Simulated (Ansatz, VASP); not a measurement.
## AlNi in VASP and in Ansatz

File INCAR:

```
SYSTEM = AlNi
  PREC = Accurate
  ENCUT = 520
  EDIFF = 1E-6
  ISMEAR = 0
  SIGMA = 0.15
  LREAL = .False.
  LASPH = .True.
  NELM = 60
  ALGO = Fast
  ISIF = 2
  LWAVE = .False.
  LCHARG = .False.
  GGA = PE
  NBANDS = 14
```

File KPOINTS:

```
Automatic mesh
0
Gamma
  16 16 16
  0 0 0
```

The input POSCAR:

```
AlNi
1.0
    2.1107312062     -2.1106962774      0.0000000000
    2.1107312062      2.1106962774      0.0000000000
    0.0000000000      0.0000000000      2.8231000000
Al Ni
1 1
Direct
    0.0000000000      0.0000000000      0.0000000000
    0.5000000000      0.5000000000      0.5000000000
```

Input for Ansatz:

```yaml
crystal:
  lattice:
    - [2.1107312062, -2.1106962774, 0.0]
    - [2.1107312062, 2.1106962774, 0.0]
    - [0.0, 0.0, 2.8231]
  atoms:
    - { symbol: Al, position: [0.0, 0.0, 0.0] }
    - { symbol: Ni, position: [0.5, 0.5, 0.5] }
basis:
  ecutwfc: 520.0
kpoints:
  mp_grid: { grid: [16, 16, 16] }
hamiltonian:
  xc: pbe
  pseudopotentials: { kind: paw, azcp: { folder: soft_1 } }
scf:
  occupations: { method: gaussian, width: 0.15 }
output:
  forces: true
  stress: true
  eigenvalues: true
```

Alike in both runs: task single point; functional PBE; k mesh 16 × 16 × 16; occupations gaussian, width 0.15 eV; no spin polarisation.

|  | VASP | Ansatz |
| --- | --- | --- |
| version | VASP 6.6.1 | Ansatz 0.2.0 |
| potentials or method | VASP PAW PBE potentials, release 64 (Al, Ni), cutoff 520 eV | scalar-relativistic, plane waves, PAW |
| valence electrons in the cell | 13 | 21 |

VASP gave:

| Item | Value |
| --- | --- |
| gap on the k mesh at the Fermi level (eV) | none |
| pressure (GPa) | -5.5 |
| traceless stress, the component that is largest in VASP (GPa) | 2.87 |

Q: Which values does Ansatz return?

A: gap on the k mesh at the Fermi level (eV): none; pressure (GPa): -5.4; traceless stress, the component that is largest in VASP (GPa): 2.80.

A gap of «none» marks a metal or a gap that the smearing closes. The functional is the same, so the differences come from potentials, cutoffs and numerics. VASP's potentials hold 13 valence electrons a cell and Ansatz's 21, so a difference there can come from the potentials and not from the codes. Ansatz's warnings: near symmetry operations not taken.
